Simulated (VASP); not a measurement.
Here is a VASP 6.6.1 calculation.

The input INCAR:

```
  PREC = Accurate
  ENCUT = 520
  EDIFF = 1E-7
  ISMEAR = 0
  SIGMA = 0.1
  LREAL = False
  LASPH = True
  NELM = 100
  ALGO = Normal
  ISIF = 2
  LWAVE = False
  LCHARG = False
  GGA = PE
  NBANDS = 12
```

File KPOINTS:

```
regular mesh
0
Gamma
  14 14 14
```

Contents of POSCAR:

```
MgSiN
1.0
    3.0675919683      0.0000000000      0.0000000000
    0.0000000000      3.0675919683      0.0000000000
    0.0000000000      0.0000000000      3.8214969929
Mg Si N
1 1 1
Direct
    0.0000000000      0.0000000000      0.0000000000
    0.5000000000      0.5000000000      0.5000000000
    0.5000000000      0.5000000000      0.0000000000
```

Potentials or basis: VASP PAW PBE potentials, release 64 (Mg, Si, N).

Launch:

```bash
$ cat potpaw_PBE.64/Mg/POTCAR potpaw_PBE.64/Si/POTCAR potpaw_PBE.64/N/POTCAR > POTCAR
$ mpirun -np 1 vasp_std > vasp.out
```

**Question.** What does it give for the pressure?

**Answer.** -0.3 GPa.

**Question.** Estimate the band gap on the k mesh.

**Answer.** Zero (an odd number of electrons rules out a gap without spin polarisation).

Stress tensor (GPa, compression positive):
```
-0.40  0.00  0.00
 0.00 -0.40  0.00
 0.00  0.00 -0.04
```
